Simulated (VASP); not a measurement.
# HfB2 (P6/mmm) in VASP: notebook

Runs on HfB2. Level: PBE. Tasks: single point.

Program: VASP 6.6.1. These are calculated values, not measurements. Logs are shortened: lines on timing, memory, paths and dates and some standing lists are left out, and cuts for length are marked.

## (1) The cell of the first run

The structure is hexagonal, space group P6/mmm (No. 191). Conventional cell: a = 3.009 Å, b = 3.009 Å, c = 3.335 Å, α = 90.00°, β = 90.00°, γ = 120.00°. Hf (site symmetry 6/mmm) has 12 B at 2.41 Å and 6 Hf at 3.01 Å within 3.2 Å. Within 2.3 Å of B (site symmetry -6m2) lie 3 B at 1.74 Å.

## (2) Single point, PBE

INCAR reads:

```
  PREC = Accurate
  ENCUT = 520
  EDIFF = 1E-6
  ISMEAR = -1
  SIGMA = 0.1
  LREAL = F
  LASPH = T
  NELM = 60
  ALGO = Normal
  ISIF = 2
  LWAVE = F
  LCHARG = T
  GGA = PE
  LELF = T
  LVHAR = T
  NBANDS = 15
```

KPOINTS reads:

```
regular mesh
0
Gamma
  11 11 8
```

POSCAR reads:

```
HfB2
1.0
    3.0090116702      0.0000000000      0.0000000000
   -1.5045058351      2.6058807691      0.0000000000
    0.0000000000      0.0000000000      3.3348282205
Hf B
1 2
Direct
    0.0000000000      0.0000000000      0.0000000000
    0.3333333333      0.6666666667      0.5000000000
    0.6666666667      0.3333333333      0.5000000000
```

Potentials or basis: VASP PAW PBE potentials, release 64 (Hf_pv, B).

The run is started by

```sh
cat potpaw_PBE.64/Hf_pv/POTCAR potpaw_PBE.64/B/POTCAR > POTCAR
mpirun -np 1 vasp_std > vasp.out
```

OUTCAR:

```text
PREC = Accurate
   ENCUT = 520
   EDIFF = 1E-6
   ISMEAR = -1
   LREAL = F
   LASPH = T
   NELM = 60
   ISIF = 2
   GGA = PE

 ion  position               nearest neighbor table
   1  0.000  0.000  0.000-   2 2.41   3 2.41   2 2.41   3 2.41   3 2.41   3 2.41   2 2.41   2 2.41
                             3 2.41   3 2.41   2 2.41   2 2.41
   2  0.333  0.667  0.500-   3 1.74   3 1.74   3 1.74   1 2.41   1 2.41   1 2.41   1 2.41   1 2.41
                             1 2.41
   3  0.667  0.333  0.500-   2 1.74   2 1.74   2 1.74   1 2.41   1 2.41   1 2.41   1 2.41   1 2.41
                             1 2.41

  LATTYP: Found a hexagonal cell.
 ALAT       =     3.0090116702
 C/A-ratio  =     1.1082802548

  Lattice vectors:

 A1 = (   3.0090116702,   0.0000000000,   0.0000000000)
 A2 = (  -1.5045058351,   2.6058807691,   0.0000000000)
 A3 = (   0.0000000000,   0.0000000000,   3.3348282205)

Analysis of symmetry for initial positions (statically):
=====================================================================
 Subroutine PRICEL returns:
 Original cell was already a primitive cell.

 Routine SETGRP: Setting up the symmetry group for a
 hexagonal supercell.

 Subroutine GETGRP returns: Found 24 space group operations
 (whereof 24 operations were pure point group operations)
 out of a pool of 24 trial point group operations.

The static configuration has the point symmetry D_6h.

Analysis of symmetry for dynamics (positions and initial velocities):
=====================================================================
 Subroutine PRICEL returns:
 Original cell was already a primitive cell.

 Routine SETGRP: Setting up the symmetry group for a
 hexagonal supercell.

 Subroutine GETGRP returns: Found 24 space group operations
 (whereof 24 operations were pure point group operations)
 out of a pool of 24 trial point group operations.

The dynamic configuration has the point symmetry D_6h.

 Subroutine INISYM returns: Found 24 space group operations
 (whereof 24 operations are pure point group operations),
 and found     1 'primitive' translations

----------------------------------------------------------------------------------------

                                     Primitive cell

  volume of cell :      26.1488

  direct lattice vectors                    reciprocal lattice vectors
     3.009011670  0.000000000  0.000000000     0.332335035  0.191873706  0.000000000
    -1.504505835  2.605880769  0.000000000     0.000000000  0.383747412  0.000000000
     0.000000000  0.000000000  3.334828220     0.000000000  0.000000000  0.299865520

  length of vectors
     3.009011670  3.009011863  3.334828220     0.383747436  0.383747412  0.299865520

  position of ions in fractional coordinates (direct lattice)
     0.000000000  0.000000000  0.000000000
     0.333333333  0.666666667  0.500000000
     0.666666667  0.333333333  0.500000000

  ion indices of the primitive-cell ions
   primitive index   ion index
                 1           1
                 2           2
                 3           3

----------------------------------------------------------------------------------------

 KPOINTS: regular mesh

Automatic generation of k-mesh.
 Grid dimensions read from file:
 generate k-points for:   11   11    8

 Generating k-lattice:

  Cartesian coordinates                     Fractional coordinates (reciprocal lattice)
     0.030212276  0.017443064  0.000000000     0.090909091  0.000000000  0.000000000
     0.000000000  0.034886128  0.000000000     0.000000000  0.090909091  0.000000000
     0.000000000  0.000000000  0.037483190     0.000000000  0.000000000  0.125000000

  Length of vectors
     0.034886131  0.034886128  0.037483190

  Shift w.r.t. Gamma in fractional coordinates (k-lattice)
     0.000000000  0.000000000  0.000000000

 Subroutine IBZKPT returns following result:
 ===========================================

 Found     80 irreducible k-points:

 Following reciprocal coordinates:
            Coordinates               Weight
  0.000000  0.000000  0.000000      1.000000
  0.090909  0.000000  0.000000      6.000000
  0.181818 -0.000000  0.000000      6.000000
  0.272727  0.000000  0.000000      6.000000
  0.363636  0.000000  0.000000      6.000000
  0.454545  0.000000  0.000000      6.000000
[... 16 lines left out ...]
  0.090909  0.090909  0.125000     12.000000
  0.181818  0.090909  0.125000     24.000000
 [... further k-points ...]
   k-points           NKPTS =     80   k-points in BZ     NKDIM =     80   number of bands    NBANDS=     15
   number of dos      NEDOS =    301   number of ions     NIONS =      3
   total plane-waves  NPLWV =  16128
   dimension x,y,z NGX =    24 NGY =   24 NGZ =   28
   dimension x,y,z NGXF=    48 NGYF=   48 NGZF=   56
   ions per type =               1   2
   NGX,Y,Z   is equivalent  to a cutoff of  13.26, 13.26, 13.96 a.u.
   NGXF,Y,Z  is equivalent  to a cutoff of  26.52, 26.52, 27.92 a.u.
 SYSTEM =  unknown system
   PREC   = accura    normal or accurate (medium, high low for compatibility)
   ISTART =      0    job   : 0-new  1-cont  2-samecut
   ICHARG =      2    charge: 1-file 2-atom 10-const
   ISPIN  =      1    spin polarized calculation?
   LNONCOLLINEAR =      F non collinear calculations
   LSORBIT =      F    spin-orbit coupling
   LASPH  =      T    aspherical Exc in radial PAW
   ENCUT  =  520.0 eV  38.22 Ry    6.18 a.u.   5.59  5.59  6.20*2*pi/ulx,y,z
   NELM   =     60;   NELMIN=  2; NELMDL= -5     # of ELM steps
   EDIFF  = 0.1E-05   stopping-criterion for ELM
   LREAL  =      F    real-space projection
   EDIFFG = 0.1E-04   stopping-criterion for IOM
   NSW    =      0    number of steps for IOM
   IBRION =     -1    ionic relax: 0-MD 1-quasi-New 2-CG
   NFREE  =      0    steps in history (QN), initial steepest desc. (CG)
   ISIF   =      2    stress and relaxation
   ISYM   =      2    0-nonsym 1-usesym 2-fastsym
   POTIM  = 0.5000    time-step for ionic-motion
   TEBEG  =    0.0;   TEEND  =   0.0 temperature during run
   PSTRESS=    0.0 pullay stress
   NELECT =      16.0000    total number of electrons
   NUPDOWN=      -1.0000    fix difference up-down
   EMIN   =  10.00;   EMAX   =-10.00  energy-range for DOS
   EFERMI =   0.00;   METHOD = LEGACY
   ISMEAR =    -1;   SIGMA  =   0.10  broadening in eV -4-tet -1-fermi 0-gaus
   EFERMI_NEDOS =   21; number of points for ismear=-14 and -15
   IALGO  =     38    algorithm
   IMIX   =      4    mixing-type and parameters
     AMIX     =   0.40;   BMIX     =  1.00
     AMIX_MAG =   1.60;   BMIX_MAG =  1.00
  volume/ion in A,a.u.               =       8.72        58.82
  Fermi-wavevector in a.u.,A,eV,Ry     =   1.389838  2.626413 26.281691  1.931650
  Thomas-Fermi vector in A             =   2.513831
   LORBIT       =      0    0 simple, 1 ext, 2 COOP (PROOUT), +10 PAW based schemes
   GGA     = PE    functional components
   LHFCALC =     F    Hartree Fock is set to
   AEXX    =    0.0000 exact exchange contribution
   IVDW    =     0    specifies the selected vdW correction
   LEPSILON=     F    determine dielectric tensor
   LRPA    =     F    only Hartree local field effects (RPA)
 non-spin polarized calculation
  energy-cutoff  :      520.00
  volume of cell :       26.15
 maximum number of plane-waves:       733
 NGX is ok and might be reduce to    24
   NGX = 11   NGY = 11   NGZ = 13

 number of electron      16.0000000 magnetization

 Free energy of the ion-electron system (eV)
  ---------------------------------------------------
  ext. energy  EPLUGINS =         0.00000000
  ---------------------------------------------------
  free energy    TOTEN  =       -25.96064132 eV

  energy without entropy =      -25.95492508  energy(sigma->0) =      -25.95778320

 E-fermi :   8.5910     XC(G=0): -13.2095

 val. band max:        8.4230370573   @ k =   0.0909   0.0000   0.2500
 cond. band min:       8.6752044181   @ k =   0.2727   0.1818   0.0000
 fundamental gap:      0.2521673608
 Fermi energy:         8.5910452542

 k-point     1 :       0.0000    0.0000    0.0000
  band No.  band energies     occupation
      1     -21.5435      2.00000
      2     -20.8489      2.00000
      3     -20.8489      2.00000
      4      -5.7624      2.00000
      5       5.3628      2.00000
      6       5.5348      2.00000
      7       5.5348      2.00000
      8       6.0149      2.00000
      9      13.4121      0.00000
     10      13.4121      0.00000
     11      14.0964      0.00000
     12      14.0964      0.00000
     13      14.2876      0.00000
     14      14.2876      0.00000
     15      14.6570      0.00000

 k-point     2 :       0.0909    0.0000    0.0000
  band No.  band energies     occupation
      1     -21.5264      2.00000
      2     -20.9516      2.00000
      3     -20.8709      2.00000
      4      -5.5572      2.00000
      5       5.0354      2.00000
      6       5.5464      2.00000
      7       5.5683      2.00000
      8       5.8008      2.00000
      9      12.6419      0.00000
     10      13.1927      0.00000
     11      13.2583      0.00000
     12      13.6679      0.00000
     13      15.0567      0.00000
     14      15.7414      0.00000
     15      15.7646      0.00000
[... 365 lines left out ...]
      3     -20.9120      2.00000
      4      -4.8881      2.00000
      5       4.2270      2.00000
      6       4.3782      2.00000
      7       5.4151      2.00000
      8       7.1030      2.00000
      9      10.4080      0.00000
     10      12.1345      0.00000
     11      13.6961      0.00000
     12      14.7778      0.00000
     13      15.6617      0.00000
     14      15.9976      0.00000
     15      16.9551      0.00000

 k-point    24 :       0.1818    0.0909    0.1250
  band No.  band energies     occupation
      1     -21.5090      2.00000
      2     -21.4019      2.00000
      3     -20.9943      2.00000
      4      -4.2024      2.00000
      5       3.1114      2.00000
      6       4.2483      2.00000
      7       5.0557      2.00000
      8       7.1854      2.00000
      9       9.6489      0.00005
     10      12.7099      0.00000
     11      13.5672      0.00000
     12      14.6121      0.00000
     13      16.0097      0.00000
     14      16.8414      0.00000
     15      18.7434      0.00000

 [... further k-points ...]

------------------------ aborting loop because EDIFF is reached ----------------------------------------

  FORCE on cell =-STRESS in cart. coord.  units (eV):
  Direction    XX          YY          ZZ          XY          YZ          ZX
  --------------------------------------------------------------------------------------
  -------------------------------------------------------------------------------------
  Total        7.2199782      7.2199795      6.6834435      0.0000000      0.0000000      0.0000000
  in kB      442.3790879    442.3791634    409.5047850      0.0000000      0.0000000      0.0000000
  external PRESSURE =     431.4210121 kB  Pullay stress =       0.0000000 kB

 VOLUME and BASIS-vectors are now :
 -----------------------------------------------------------------------------
  energy-cutoff  :      520.00
  volume of cell :       26.15
      direct lattice vectors                 reciprocal lattice vectors
     3.009011670  0.000000000  0.000000000     0.332335035  0.191873706  0.000000000
    -1.504505835  2.605880769  0.000000000     0.000000000  0.383747412  0.000000000
     0.000000000  0.000000000  3.334828220     0.000000000  0.000000000  0.299865520

 POSITION                                       TOTAL-FORCE (eV/Angst)
 -----------------------------------------------------------------------------------
      0.00000      0.00000      0.00000        -0.000000      0.000000      0.000000
     -0.00000      1.73725      1.66741         0.000000      0.000000      0.000000
      1.50451      0.86863      1.66741         0.000000      0.000000     -0.000000
 -----------------------------------------------------------------------------------
    total drift:                               -0.000000      0.000000      0.000000

  FREE ENERGIE OF THE ION-ELECTRON SYSTEM (eV)
  ---------------------------------------------------
  free  energy   TOTEN  =       -25.9606413222 eV

  energy  without entropy=      -25.9549250771  energy(sigma->0) =      -25.95778320
```

Wall time 48 s (1 thread of Intel Xeon 8259CL, shared host); peak memory 0.17 GiB.

What came out:

* Free energy: -25.9606 eV
* Pressure: 43.1 GPa
* Band gap on the k mesh: zero (band 8 reaches 9.37 eV, above the bottom of band 9 at 8.11 eV)

Levels at points of the mesh, in eV from the Fermi level:
```tsv
k point	band 5	band 6	band 7	band 8	band 9	band 10	band 11	band 12
(0.00, 0.00, 0.00)	-3.23	-3.06	-3.06	-2.58	4.82	4.82	5.51	5.51
(0.00, 0.00, 0.50)	-8.73	-1.11	-1.11	0.47	0.47	1.23	1.23	2.71
```

Caveat: spin-orbit coupling is left out, which moves the levels of the heavy elements.

(Continued in part 2 of 2.)
